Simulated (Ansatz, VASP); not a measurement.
# One calculation of Mg, two programs

```xyz
3
Lattice="5.3487 0.0000 0.0000 -2.6743 4.6321 0.0000 0.0000 0.0000 3.2443" Properties=species:S:1:pos:R:3 pbc="T T T"
Mg    2.6743    4.6321    0.0000
Mg    0.0000    3.0880    1.6222
Mg    2.6743    1.5440    1.6222
```

Alike in both runs: task single point; functional revPBE; k mesh 8 × 8 × 11; occupations fermi-dirac, width 0.1 eV; no spin polarisation.

```csv
,VASP,Ansatz
version,VASP 6.6.1,Ansatz 0.2.0
potentials or method,"VASP PAW PBE potentials, release 64 (Mg), cutoff 600 eV","plane waves (420 eV) with PAW, scalar-relativistic"
valence electrons in the cell,6,30
```

|  | VASP | Ansatz | Ansatz less VASP |
| --- | --- | --- | --- |
| pressure (GPa) | -3.1 | -2.9 | +0.14 |
| traceless stress, the component that is largest in VASP (GPa) | 0.28 | 0.28 | -0.001 |

VASP's potentials were made for PBE, not for revPBE. VASP's potentials hold 6 valence electrons a cell and Ansatz's 30, so a difference there can come from the potentials and not from the codes.
